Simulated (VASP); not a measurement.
# ZnCd5O6 (Pmmm) in VASP: notebook, part 2 of 2

VASP 6.6.1.

## Step 3: Single point, PBE

INCAR reads:

```
SYSTEM = ZnCd5O6
PREC     = Accurate       ! precision mode
ENCUT    = 520            ! plane-wave cutoff, eV
EDIFF    = 1E-6           ! SCF threshold, eV
ISMEAR   = 0              ! smearing method
SIGMA    = 0.2            ! smearing width, eV
LREAL    = .False.        ! projectors in reciprocal space
LASPH    = .True.         ! aspherical terms in the spheres
NELM     = 100            ! most SCF steps
ALGO     = Normal         ! electronic algorithm
ISIF     = 2              ! what is computed and relaxed
LWAVE    = .False.        ! write WAVECAR
LCHARG   = .True.         ! write CHGCAR
GGA      = PE             ! functional
LELF     = .True.         ! ELF
LVHAR    = .True.       
NBANDS   = 66             ! bands
```

KPOINTS reads:

```
Automatic mesh
0
Gamma
  6 6 2
  0 0 0
```

POSCAR reads:

```
ZnCd5O6
1.0
    3.3033770000      0.0000000000      0.0000000000
    0.0000000000      4.7238379000      0.0000000000
    0.0000000000      0.0000000000     10.0008399000
Zn Cd O
1 5 6
Direct
    0.0000000000      0.0000000000      0.5000000000
    0.0000000000      0.0000000000      0.8271960000
    0.5000000000      0.5000000000      0.0000000000
    0.0000000000      0.0000000000      0.1728040000
    0.5000000000      0.5000000000      0.3390380000
    0.5000000000      0.5000000000      0.6609620000
    0.0000000000      0.5000000000      0.8313370000
    0.5000000000      0.0000000000      0.0000000000
    0.0000000000      0.5000000000      0.1686630000
    0.5000000000      0.0000000000      0.3521460000
    0.0000000000      0.5000000000      0.5000000000
    0.5000000000      0.0000000000      0.6478540000
```

Potentials or basis: VASP PAW PBE potentials, release 64 (Zn, Cd, O).

Run with:

```console
$ cat potpaw_PBE.64/Zn/POTCAR potpaw_PBE.64/Cd/POTCAR potpaw_PBE.64/O/POTCAR > POTCAR
$ mpirun -np 1 vasp_std > vasp.out
```

OUTCAR:

```text
SYSTEM = ZnCd5O6
   PREC = Accurate
   ENCUT = 520
   EDIFF = 1E-6
   ISMEAR = 0
   LREAL = .False.
   LASPH = .True.
   NELM = 100
   ISIF = 2
   GGA = PE

 ion  position               nearest neighbor table
   1  0.000  0.000  0.500-  10 2.22  12 2.22  10 2.22  12 2.22  11 2.36  11 2.36   2 3.27   4 3.27
                             6 3.30   6 3.30   5 3.30   6 3.30   5 3.30   5 3.30   5 3.30   6 3.30
   2  0.000  0.000  0.827-   7 2.36   7 2.36   8 2.39   8 2.39  12 2.44  12 2.44   1 3.27   6 3.33
                             6 3.33   6 3.33   6 3.33   3 3.36   3 3.36   3 3.36   3 3.36   4 3.46
   3  0.500  0.500  0.000-   7 2.36   9 2.36   7 2.36   9 2.36   8 2.36   8 2.36   4 3.36   4 3.36
                             2 3.36   4 3.36   2 3.36   2 3.36   2 3.36   4 3.36   5 3.39   6 3.39
   4  0.000  0.000  0.173-   9 2.36   9 2.36   8 2.39   8 2.39  10 2.44  10 2.44   1 3.27   5 3.33
                             5 3.33   5 3.33   5 3.33   3 3.36   3 3.36   3 3.36   3 3.36   2 3.46
   5  0.500  0.500  0.339-  11 2.31  11 2.31  10 2.37  10 2.37   9 2.37   9 2.37   6 3.22   1 3.30
                             1 3.30   1 3.30   1 3.30   4 3.33   4 3.33   4 3.33   4 3.33   3 3.39
   6  0.500  0.500  0.661-  11 2.31  11 2.31  12 2.37  12 2.37   7 2.37   7 2.37   5 3.22   1 3.30
                             1 3.30   1 3.30   1 3.30   2 3.33   2 3.33   2 3.33   2 3.33   3 3.39
   7  0.000  0.500  0.831-   3 2.36   3 2.36   2 2.36   2 2.36   6 2.37   6 2.37
   8  0.500  0.000  0.000-   3 2.36   3 2.36   4 2.39   2 2.39   2 2.39   4 2.39
   9  0.000  0.500  0.169-   3 2.36   3 2.36   4 2.36   4 2.36   5 2.37   5 2.37
  10  0.500  0.000  0.352-   1 2.22   1 2.22   5 2.37   5 2.37   4 2.44   4 2.44
  11  0.000  0.500  0.500-   5 2.31   6 2.31   5 2.31   6 2.31   1 2.36   1 2.36
  12  0.500  0.000  0.648-   1 2.22   1 2.22   6 2.37   6 2.37   2 2.44   2 2.44

  LATTYP: Found a simple orthorhombic cell.
 ALAT       =     3.3033770000
 B/A-ratio  =     1.4300026609
 C/A-ratio  =     3.0274594453

  Lattice vectors:

 A1 = (   3.3033770000,   0.0000000000,   0.0000000000)
 A2 = (   0.0000000000,   4.7238379000,   0.0000000000)
 A3 = (   0.0000000000,   0.0000000000,  10.0008399000)

Analysis of symmetry for initial positions (statically):
=====================================================================
 Subroutine PRICEL returns:
 Original cell was already a primitive cell.

[... 184 lines left out ...]
  ext. energy  EPLUGINS =         0.00000000
  ---------------------------------------------------
  free energy    TOTEN  =       -46.94169656 eV

  energy without entropy =      -46.93319108  energy(sigma->0) =      -46.93744382

 E-fermi :   2.0416     XC(G=0): -11.5348

 val. band max:        1.8542097496   @ k =   0.0000   0.5000   0.5000
 cond. band min:       2.3860214265   @ k =   0.0000   0.1667   0.0000
 fundamental gap:      0.5318116769
 Fermi energy:         2.0416283135

 k-point     1 :       0.0000    0.0000    0.0000
  band No.  band energies     occupation
      1     -15.4903      2.00000
      2     -15.1181      2.00000
      3     -15.0667      2.00000
      4     -14.8448      2.00000
      5     -14.7305      2.00000
      6     -14.6060      2.00000
[... 1645 lines left out ...]
     65      10.4219      0.00000
     66      10.7656      0.00000

 [... further k-points ...]

------------------------ aborting loop because EDIFF is reached ----------------------------------------

  FORCE on cell =-STRESS in cart. coord.  units (eV):
  Direction    XX          YY          ZZ          XY          YZ          ZX
  --------------------------------------------------------------------------------------
  -------------------------------------------------------------------------------------
  Total        1.1677868      1.2082099      1.1995734      0.0000000      0.0000000      0.0000000
  in kB       11.9890441     12.4040463     12.3153798      0.0000000      0.0000000      0.0000000
  external PRESSURE =      12.2361567 kB  Pullay stress =       0.0000000 kB

 VOLUME and BASIS-vectors are now :
 -----------------------------------------------------------------------------
  energy-cutoff  :      520.00
  volume of cell :      156.06
      direct lattice vectors                 reciprocal lattice vectors
     3.303377000  0.000000000  0.000000000     0.302720519  0.000000000  0.000000000
     0.000000000  4.723837900  0.000000000     0.000000000  0.211692277  0.000000000
     0.000000000  0.000000000 10.000839900     0.000000000  0.000000000  0.099991602

 POSITION                                       TOTAL-FORCE (eV/Angst)
 -----------------------------------------------------------------------------------
      0.00000      0.00000      5.00042        -0.000000     -0.000000      0.000000
      0.00000      0.00000      8.27265        -0.000000     -0.000000     -0.007844
      1.65169      2.36192      0.00000        -0.000000     -0.000000      0.000000
      0.00000      0.00000      1.72819        -0.000000      0.000000      0.007844
      1.65169      2.36192      3.39066        -0.000000     -0.000000     -0.028839
      1.65169      2.36192      6.61018        -0.000000     -0.000000      0.028839
      0.00000      2.36192      8.31407        -0.000000     -0.000000     -0.010787
      1.65169      0.00000      0.00000        -0.000000     -0.000000      0.000000
      0.00000      2.36192      1.68677         0.000000     -0.000000      0.010787
      1.65169      0.00000      3.52176        -0.000000     -0.000000      0.024474
      0.00000      2.36192      5.00042        -0.000000     -0.000000      0.000000
      1.65169      0.00000      6.47908        -0.000000     -0.000000     -0.024474
 -----------------------------------------------------------------------------------
    total drift:                                0.000000      0.000000     -0.000000

  FREE ENERGIE OF THE ION-ELECTRON SYSTEM (eV)
  ---------------------------------------------------
  free  energy   TOTEN  =       -46.9416965623 eV

  energy  without entropy=      -46.9331910808  energy(sigma->0) =      -46.93744382
```

OSZICAR:

```text
N       E                     dE             d eps       ncg     rms          rms(c)
DAV:   1     0.119314815760E+04    0.11931E+04   -0.55762E+04  4224   0.184E+03
DAV:   2     0.843142305484E+02   -0.11088E+04   -0.10536E+04  4360   0.501E+02
DAV:   3    -0.521115053431E+02   -0.13643E+03   -0.13223E+03  4740   0.170E+02
DAV:   4    -0.576165463762E+02   -0.55050E+01   -0.54657E+01  4740   0.365E+01
DAV:   5    -0.576771709830E+02   -0.60625E-01   -0.60550E-01  4726   0.385E+00    0.244E+01
DAV:   6    -0.467265921675E+02    0.10951E+02   -0.40197E+01  6782   0.666E+01    0.193E+01
DAV:   7    -0.471469994849E+02   -0.42041E+00   -0.87702E+00  4508   0.159E+01    0.119E+01
DAV:   8    -0.471440461837E+02    0.29533E-02   -0.26060E+00  4834   0.809E+00    0.323E+00
DAV:   9    -0.469419904112E+02    0.20206E+00   -0.50023E-01  5494   0.463E+00    0.856E-01
DAV:  10    -0.469420182499E+02   -0.27839E-04   -0.79540E-02  4406   0.126E+00    0.325E-01
DAV:  11    -0.469417547554E+02    0.26349E-03   -0.34142E-03  4852   0.297E-01    0.162E-01
DAV:  12    -0.469416704578E+02    0.84298E-04   -0.74279E-04  4924   0.151E-01    0.363E-02
DAV:  13    -0.469417048290E+02   -0.34371E-04   -0.21274E-04  5024   0.747E-02    0.287E-02
DAV:  14    -0.469416979005E+02    0.69285E-05   -0.21233E-05  4914   0.273E-02    0.135E-02
DAV:  15    -0.469416966450E+02    0.12555E-05   -0.47965E-06  3992   0.104E-02    0.624E-03
DAV:  16    -0.469416965623E+02    0.82689E-07   -0.64670E-07  2342   0.415E-03
   1 F= -.46941697E+02 E0= -.46937444E+02  d E =-.850548E-02
```

Wall time 4.3 min (1 thread of Intel Xeon Platinum 8488C (Sapphire Rapids), shared host); peak memory 0.42 GiB.

Results:

* Free energy: -46.9417 eV
* Pressure: 1.2 GPa
* Largest force: 0.029 eV/Å
* Band gap on the k mesh: zero (bands 54 and 55 overlap by 0.26 eV)

Forces on the atoms (eV/Å):
```
Zn   0.000  0.000  0.000
Cd   0.000  0.000 -0.008
Cd   0.000  0.000  0.000
Cd   0.000  0.000  0.008
Cd   0.000  0.000 -0.029
Cd   0.000  0.000  0.029
O    0.000  0.000 -0.011
O    0.000  0.000  0.000
O    0.000  0.000  0.011
O    0.000  0.000  0.024
O    0.000  0.000  0.000
O    0.000  0.000 -0.024
```

Levels at points of the mesh, in eV from the Fermi level:
```tsv
k point	band 50	band 51	band 52	band 53	band 54	band 55	band 56	band 57	band 58	band 59
(0.00, 0.00, 0.00)	-1.34	-1.06	-0.98	-0.73	-0.59	-0.44	2.76	2.94	3.40	5.70
(0.50, 0.00, 0.00)	-2.13	-2.11	-2.09	-0.48	-0.29	3.67	3.79	4.20	4.35	4.86
(0.00, 0.50, 0.00)	-0.66	-0.65	-0.61	-0.50	-0.35	3.05	3.20	3.82	3.87	4.07
(0.50, 0.50, 0.00)	-1.24	-0.46	-0.38	-0.21	-0.21	4.02	4.23	5.56	5.61	5.98
(0.00, 0.00, 0.50)	-1.33	-1.18	-1.14	-0.52	-0.26	0.81	0.93	4.15	4.15	4.81
(0.50, 0.00, 0.50)	-2.13	-1.35	-1.12	-1.03	-0.94	3.12	3.71	4.52	4.82	4.96
(0.00, 0.50, 0.50)	-1.13	-0.47	-0.41	-0.19	-0.19	3.36	3.39	3.42	3.53	4.21
(0.50, 0.50, 0.50)	-1.05	-0.73	-0.70	-0.58	-0.38	4.68	5.17	5.21	5.21	5.43
```

Caveat: semilocal functionals underestimate gaps, so a narrow gap can read as zero.
